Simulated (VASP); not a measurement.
Wanted: the native input for a VASP 6.6.1 run.

```yaml
Task: single point
Functional: PBE
Potentials_or_basis: VASP PAW PBE potentials, release 64 (B, Mo_sv, Ru_pv)
Cutoff: 520 eV
k_mesh: 6 × 6 × 4
Occupations: gaussian, width 0.1 eV
Spin: no spin polarisation
Dipole_correction: no
Further_INCAR_settings: ALGO = Normal; EDIFF = 1e-07; NBANDS = 29
```

The structure of B4MoRu lies in POSCAR:

```
B4MoRu
1.0
    3.0862698200      0.0000000000      0.0000000000
   -1.5431349100      2.6727880700      0.0000000000
    0.0000000000      0.0000000000      6.5978059300
B Mo Ru
4 1 1
Direct
    0.3333333300      0.6666666700      0.7407687300
    0.3333333300      0.6666666700      0.2592312700
    0.6666666700      0.3333333300      0.7407687300
    0.6666666700      0.3333333300      0.2592312700
    0.0000000000      0.0000000000      0.5000000000
    0.0000000000      0.0000000000      0.0000000000
```

One way to write it, as run:

INCAR

```
SYSTEM = B4MoRu
ALGO = Normal ; EDIFF = 1E-7
ENCUT = 520 ; GGA = PE
ISIF = 2 ; ISMEAR = 0
LASPH = .TRUE. ; LCHARG = .FALSE.
LREAL = .FALSE. ; LWAVE = .FALSE.
NBANDS = 29 ; NELM = 80
PREC = Accurate ; SIGMA = 0.1
```

KPOINTS

```
k-points
0
G
  6 6 4
  0 0 0
```

Potentials or basis: VASP PAW PBE potentials, release 64 (B, Mo_sv, Ru_pv).

Run with:

```bash
$ cat potpaw_PBE.64/B/POTCAR potpaw_PBE.64/Mo_sv/POTCAR potpaw_PBE.64/Ru_pv/POTCAR > POTCAR
$ mpirun -np 1 vasp_std > vasp.out
```

It gave:

- Pressure: -9.8 GPa
- Largest force: 0.670 eV/Å
- Band gap on the k mesh: zero (band 20 reaches 11.71 eV, above the bottom of band 21 at 9.85 eV)

Caveat: the k points lie up to 0.39 Å⁻¹ apart.

Run time: 16 s on 1 thread of Intel(R) Xeon(R) 6975P-C (Granite Rapids), with other jobs on the host, peak memory 0.18 GiB.
